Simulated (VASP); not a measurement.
# BN (Pm) in VASP: single point with r2SCAN

Aim: the single point of BN with r2SCAN.

Program: VASP 6.6.1. These are calculated values, not measurements. Logs are shortened: lines on timing, memory, paths and dates and some standing lists are left out, and cuts for length are marked.

**1. The cell of the first run**

It takes space group Pm (No. 6, monoclinic). The conventional cell has a = 2.501 Å, b = 6.874 Å, c = 2.501 Å, α = 90.00°, β = 120.00°, γ = 90.00°. Within 1.9 Å of B (site symmetry m) lie 3 N at 1.44 Å. Within 1.8 Å of B (site symmetry m) lie 3 N at 1.34 to 1.53 Å. N (site symmetry m) has 3 B at 1.34 to 1.53 Å within 1.8 Å. N (site symmetry m) has 3 B at 1.44 Å within 1.9 Å.

**2. Single point, r2SCAN (atom 3 (N) moved +0.113 Å along Cartesian [1 -1 0])**

Contents of POSCAR:

```
BN
1.0
    2.5009753125      0.0000000000      0.0000000000
   -1.2504876563      2.1659081548      0.0000000000
    0.0000000000      0.0000000000      6.8741616654
B N
2 2
Direct
    0.3333333333      0.6666666667      0.2500000000
    0.6666666667      0.3333333333      0.7500000000
    0.3467767208      0.6299386490      0.7500000000
    0.6666666667      0.3333333333      0.2500000000
```

Contents of INCAR.step1:

```
SYSTEM = BN
PREC = Accurate ; ENCUT = 520
ISMEAR = 0 ; SIGMA = 0.05
LREAL = .False. ; LASPH = .True.
NELM = 100 ; NBANDS = 16
GGA = PE ; ALGO = Normal
EDIFF = 1E-4 ; LWAVE = .True.
LCHARG = .False.
```

Contents of INCAR.step2:

```
SYSTEM = BN
PREC = Accurate ; ENCUT = 520
EDIFF = 1E-7 ; ISMEAR = 0
SIGMA = 0.05 ; LREAL = .False.
LASPH = .True. ; NELM = 100
ALGO = Normal ; ISIF = 2
LWAVE = .False. ; LCHARG = .False.
METAGGA = R2SCAN ; LMIXTAU = .True.
NBANDS = 16 ; ISTART = 1
```

Contents of KPOINTS:

```
Automatic mesh
0
Gamma
  12 12 4
  0 0 0
```

Potentials or basis: VASP PAW PBE potentials, release 64 (B, N).

On the command line:

```sh
cat potpaw_PBE.64/B/POTCAR potpaw_PBE.64/N/POTCAR > POTCAR
cp INCAR.step1 INCAR
mpirun -np 1 vasp_std > vasp.out
cp INCAR.step2 INCAR
mpirun -np 1 vasp_std > vasp.out
```

OUTCAR:

```text
SYSTEM = BN
   PREC = Accurate
   ENCUT = 520
   EDIFF = 1E-7
   ISMEAR = 0
   LREAL = .False.
   LASPH = .True.
   NELM = 100
   ISIF = 2
   METAGGA = R2SCAN
   ISTART = 1

 ion  position               nearest neighbor table
   1  0.333  0.667  0.250-   4 1.44   4 1.44   4 1.44
   2  0.667  0.333  0.750-   3 1.34   3 1.48   3 1.53
   3  0.347  0.630  0.750-   2 1.34   2 1.48   2 1.53
   4  0.667  0.333  0.250-   1 1.44   1 1.44   1 1.44

  LATTYP: Found a hexagonal cell.
 ALAT       =     2.5009753125
 C/A-ratio  =     2.7485923716

  Lattice vectors:

 A1 = (   2.5009753125,   0.0000000000,   0.0000000000)
 A2 = (  -1.2504876563,   2.1659081548,   0.0000000000)
 A3 = (   0.0000000000,   0.0000000000,   6.8741616654)

Analysis of symmetry for initial positions (statically):
=====================================================================
 Subroutine PRICEL returns:
 Original cell was already a primitive cell.

 Routine SETGRP: Setting up the symmetry group for a
 hexagonal supercell.

 Subroutine GETGRP returns: Found  2 space group operations
 (whereof  1 operations were pure point group operations)
 out of a pool of 24 trial point group operations.

The static configuration has the point symmetry C_1 .
 The point group associated with its full space group is C_1h.

Analysis of symmetry for dynamics (positions and initial velocities):
=====================================================================
 Subroutine PRICEL returns:
 Original cell was already a primitive cell.

 Routine SETGRP: Setting up the symmetry group for a
 hexagonal supercell.

 Subroutine GETGRP returns: Found  2 space group operations
 (whereof  1 operations were pure point group operations)
 out of a pool of 24 trial point group operations.

The dynamic configuration has the point symmetry C_1 .
 The point group associated with its full space group is C_1h.

 Subroutine INISYM returns: Found  2 space group operations
 (whereof  1 operations are pure point group operations),
 and found     1 'primitive' translations

----------------------------------------------------------------------------------------

                                     Primitive cell

  volume of cell :      37.2365

  direct lattice vectors                    reciprocal lattice vectors
     2.500975313  0.000000000  0.000000000     0.399844011  0.230850047  0.000000000
    -1.250487656  2.165908155  0.000000000     0.000000000  0.461700095  0.000000000
     0.000000000  0.000000000  6.874161665     0.000000000  0.000000000  0.145472284

  length of vectors
     2.500975313  2.500975312  6.874161665     0.461700095  0.461700095  0.145472284

  position of ions in fractional coordinates (direct lattice)
     0.333333333  0.666666667  0.250000000
     0.666666667  0.333333333  0.750000000
     0.346776721  0.629938649  0.750000000
     0.666666667  0.333333333  0.250000000

  ion indices of the primitive-cell ions
   primitive index   ion index
                 1           1
                 2           2
                 3           3
                 4           4

----------------------------------------------------------------------------------------

 KPOINTS: Automatic mesh

Automatic generation of k-mesh.
 Grid dimensions read from file:
 generate k-points for:   12   12    4

 Generating k-lattice:

  Cartesian coordinates                     Fractional coordinates (reciprocal lattice)
     0.033320334  0.019237504  0.000000000     0.083333333  0.000000000  0.000000000
     0.000000000  0.038475008  0.000000000     0.000000000  0.083333333  0.000000000
     0.000000000  0.000000000  0.036368071     0.000000000  0.000000000  0.250000000

  Length of vectors
     0.038475008  0.038475008  0.036368071

  Shift w.r.t. Gamma in fractional coordinates (k-lattice)
     0.000000000  0.000000000  0.000000000

 Subroutine IBZKPT returns following result:
 ===========================================

 Found    222 irreducible k-points:

 Following reciprocal coordinates:
            Coordinates               Weight
  0.000000  0.000000  0.000000      1.000000
  0.083333  0.000000  0.000000      2.000000
  0.000000  0.083333  0.000000      2.000000
 -0.083333  0.083333  0.000000      2.000000
  0.166667  0.000000  0.000000      2.000000
  0.000000  0.166667  0.000000      2.000000
[... 16 lines left out ...]
  0.166667  0.083333  0.000000      2.000000
 -0.083333  0.250000  0.000000      2.000000
 [... further k-points ...]
   k-points           NKPTS =    222   k-points in BZ     NKDIM =    222   number of bands    NBANDS=     16
   number of dos      NEDOS =    301   number of ions     NIONS =      4
   total plane-waves  NPLWV =  21600
   dimension x,y,z NGX =    20 NGY =   20 NGZ =   54
   dimension x,y,z NGXF=    40 NGYF=   40 NGZF=  108
   ions per type =               2   2
   NGX,Y,Z   is equivalent  to a cutoff of  13.29, 13.29, 13.06 a.u.
   NGXF,Y,Z  is equivalent  to a cutoff of  26.59, 26.59, 26.12 a.u.
 SYSTEM =  BN
   PREC   = accura    normal or accurate (medium, high low for compatibility)
   ISTART =      1    job   : 0-new  1-cont  2-samecut
   ICHARG =      0    charge: 1-file 2-atom 10-const
   ISPIN  =      1    spin polarized calculation?
   LNONCOLLINEAR =      F non collinear calculations
   LSORBIT =      F    spin-orbit coupling
   LASPH  =      T    aspherical Exc in radial PAW
   ENCUT  =  520.0 eV  38.22 Ry    6.18 a.u.   4.65  4.65 12.78*2*pi/ulx,y,z
   NELM   =    100;   NELMIN=  2; NELMDL=  0     # of ELM steps
   EDIFF  = 0.1E-06   stopping-criterion for ELM
   LREAL  =      F    real-space projection
   EDIFFG = 0.1E-05   stopping-criterion for IOM
   NSW    =      0    number of steps for IOM
   IBRION =     -1    ionic relax: 0-MD 1-quasi-New 2-CG
   NFREE  =      0    steps in history (QN), initial steepest desc. (CG)
   ISIF   =      2    stress and relaxation
   ISYM   =      2    0-nonsym 1-usesym 2-fastsym
   POTIM  = 0.5000    time-step for ionic-motion
   TEBEG  =    0.0;   TEEND  =   0.0 temperature during run
   PSTRESS=    0.0 pullay stress
   NELECT =      16.0000    total number of electrons
   NUPDOWN=      -1.0000    fix difference up-down
   EMIN   =  10.00;   EMAX   =-10.00  energy-range for DOS
   EFERMI =   0.00;   METHOD = LEGACY
   ISMEAR =     0;   SIGMA  =   0.05  broadening in eV -4-tet -1-fermi 0-gaus
   EFERMI_NEDOS =   21; number of points for ismear=-14 and -15
   IALGO  =     38    algorithm
   IMIX   =      4    mixing-type and parameters
     AMIX     =   0.40;   BMIX     =  1.00
     AMIX_MAG =   1.60;   BMIX_MAG =  1.00
  volume/ion in A,a.u.               =       9.31        62.82
  Fermi-wavevector in a.u.,A,eV,Ry     =   1.235355  2.334482 20.763877  1.526102
  Thomas-Fermi vector in A             =   2.370008
   LORBIT       =      0    0 simple, 1 ext, 2 COOP (PROOUT), +10 PAW based schemes
   METAGGA = R2SCAN    functional components
   LHFCALC =     F    Hartree Fock is set to
   AEXX    =    0.0000 exact exchange contribution
   IVDW    =     0    specifies the selected vdW correction
   LEPSILON=     F    determine dielectric tensor
   LRPA    =     F    only Hartree local field effects (RPA)
 non-spin polarized calculation
 Gauss-broadening in eV      SIGMA  =   0.05
  energy-cutoff  :      520.00
  volume of cell :       37.24
 maximum number of plane-waves:      1034
   NGX =  9   NGY =  9   NGZ = 25

 number of electron      16.0000001 magnetization

 Free energy of the ion-electron system (eV)
  ---------------------------------------------------
  ext. energy  EPLUGINS =         0.00000000
  ---------------------------------------------------
  free energy    TOTEN  =       -38.30735942 eV

  energy without entropy =      -38.30735942  energy(sigma->0) =      -38.30735942

 E-fermi :   2.0070     XC(G=0): -10.5074

 val. band max:        1.7523730987   @ k =   0.3333   0.3333   0.0000
 cond. band min:       6.3990609406   @ k =   0.5000   0.5000   0.5000
 fundamental gap:      4.6466878419
 Fermi energy:         2.0070293326

 k-point     1 :       0.0000    0.0000    0.0000
  band No.  band energies     occupation
      1     -17.0426      2.00000
      2     -16.8215      2.00000
      3      -4.5145      2.00000
      4      -2.6742      2.00000
      5      -0.9071      2.00000
      6       0.4037      2.00000
[... 8 lines left out ...]
     15      16.0478      0.00000
     16      16.0987      0.00000

 k-point     2 :       0.0833    0.0000    0.0000
  band No.  band energies     occupation
      1     -16.9014      2.00000
      2     -16.6838      2.00000
      3      -4.3214      2.00000
      4      -2.4981      2.00000
      5      -1.2518      2.00000
      6      -0.1864      2.00000
[... 8 lines left out ...]
     15      15.5598      0.00000
     16      16.5240      0.00000

 k-point     3 :       0.0000    0.0833    0.0000
  band No.  band energies     occupation
      1     -16.9002      2.00000
      2     -16.6824      2.00000
      3      -4.3228      2.00000
      4      -2.5000      2.00000
      5      -1.1711      2.00000
      6      -0.1866      2.00000
[... 8 lines left out ...]
     15      15.5812      0.00000
     16      16.5710      0.00000

 k-point     4 :      -0.0833    0.0833    0.0000
  band No.  band energies     occupation
      1     -16.9042      2.00000
      2     -16.6867      2.00000
      3      -4.3182      2.00000
      4      -2.4940      2.00000
      5      -1.3657      2.00000
      6      -0.1860      2.00000
[... 8 lines left out ...]
     15      15.5117      0.00000
     16      16.1067      0.00000

 k-point     5 :       0.1667    0.0000    0.0000
  band No.  band energies     occupation
      1     -16.4858      2.00000
      2     -16.2790      2.00000
      3      -3.7500      2.00000
      4      -2.2406      2.00000
      5      -1.9813      2.00000
      6      -1.6728      2.00000
[... 8 lines left out ...]
     15      16.4612      0.00000
     16      17.8869      0.00000

 k-point     6 :       0.0000    0.1667    0.0000
  band No.  band energies     occupation
      1     -16.4809      2.00000
      2     -16.2734      2.00000
      3      -3.7561      2.00000
      4      -1.9889      2.00000
      5      -1.9559      2.00000
      6      -1.6726      2.00000
[... 8 lines left out ...]
     15      16.4604      0.00000
     16      18.0268      0.00000
[... 267 lines left out ...]
 k-point    21 :      -0.0833    0.1667    0.0000
  band No.  band energies     occupation
      1     -16.6259      2.00000
      2     -16.4155      2.00000
      3      -3.9352      2.00000
      4      -2.1468      2.00000
      5      -1.9697      2.00000
      6      -1.1544      2.00000
[... 8 lines left out ...]
     15      15.7504      0.00000
     16      16.9961      0.00000

 k-point    22 :      -0.1667    0.0833    0.0000
  band No.  band energies     occupation
      1     -16.6297      2.00000
      2     -16.4193      2.00000
      3      -3.9309      2.00000
      4      -2.1413      2.00000
      5      -2.1152      2.00000
      6      -1.1542      2.00000
[... 8 lines left out ...]
     15      15.6857      0.00000
     16      16.9113      0.00000

 k-point    23 :       0.1667    0.0833    0.0000
  band No.  band energies     occupation
      1     -16.0755      2.00000
      2     -15.8785      2.00000
      3      -3.2024      2.00000
      4      -2.9109      2.00000
      5      -2.7200      2.00000
      6      -1.4956      2.00000
[... 8 lines left out ...]
     15      17.6293      0.00000
     16      17.8122      0.00000

 k-point    24 :      -0.0833    0.2500    0.0000
  band No.  band energies     occupation
      1     -16.0841      2.00000
      2     -15.8883      2.00000
      3      -3.1906      2.00000
      4      -2.9714      2.00000
      5      -2.7205      2.00000
      6      -1.4820      2.00000
[... 8 lines left out ...]
     15      17.2916      0.00000
     16      17.6527      0.00000

 [... further k-points ...]

------------------------ aborting loop because EDIFF is reached ----------------------------------------

  FORCE on cell =-STRESS in cart. coord.  units (eV):
  Direction    XX          YY          ZZ          XY          YZ          ZX
  --------------------------------------------------------------------------------------
  -------------------------------------------------------------------------------------
  Total        2.1016727     -0.0072021     -0.0556518     -1.2771448      0.0000000      0.0000000
  in kB       90.4287394     -0.3098842     -2.3945338    -54.9517504      0.0000000      0.0000000
  external PRESSURE =      29.2414405 kB  Pullay stress =       0.0000000 kB

 VOLUME and BASIS-vectors are now :
 -----------------------------------------------------------------------------
  energy-cutoff  :      520.00
  volume of cell :       37.24
      direct lattice vectors                 reciprocal lattice vectors
     2.500975313  0.000000000  0.000000000     0.399844011  0.230850047  0.000000000
    -1.250487656  2.165908155  0.000000000     0.000000000  0.461700095  0.000000000
     0.000000000  0.000000000  6.874161665     0.000000000  0.000000000  0.145472284

 POSITION                                       TOTAL-FORCE (eV/Angst)
 -----------------------------------------------------------------------------------
     -0.00000      1.44394      1.71854         0.000315     -0.000896      0.000000
      1.25049      0.72197      5.15562         4.218673     -3.365214      0.000000
      0.07955      1.36439      5.15562        -4.226531      3.370364      0.000000
      1.25049      0.72197      1.71854         0.007543     -0.004254      0.000000
 -----------------------------------------------------------------------------------
    total drift:                                0.000159     -0.000131     -0.000000

  FREE ENERGIE OF THE ION-ELECTRON SYSTEM (eV)
  ---------------------------------------------------
  free  energy   TOTEN  =       -38.3073594219 eV

  energy  without entropy=      -38.3073594219  energy(sigma->0) =      -38.30735942
```

Wall time 6.3 min (1 thread of Intel Xeon Platinum 8488C (Sapphire Rapids), shared host); peak memory 0.24 GiB.

What came out:

```
Free energy            : -38.3074 eV
Pressure               : 2.9 GPa
Largest force          : 5.406 eV/Å
Band gap on the k mesh : 4.65 eV (least direct gap 5.12 eV)
```

Forces on the atoms (eV/Å):
```
B    0.000 -0.001  0.000
B    4.219 -3.365  0.000
N   -4.227  3.370  0.000
N    0.008 -0.004  0.000
```

Stress tensor (GPa, compression positive):
```
 9.04 -5.50  0.00
-5.50 -0.03  0.00
 0.00  0.00 -0.24
```

Caveat: the cell differs from its parent crystal (atom 3 (N) moved +0.113 Å along Cartesian [1 -1 0]); the PAW data sets were made with another functional, which shifts forces and pressure a little. A k mesh can miss the band edges.
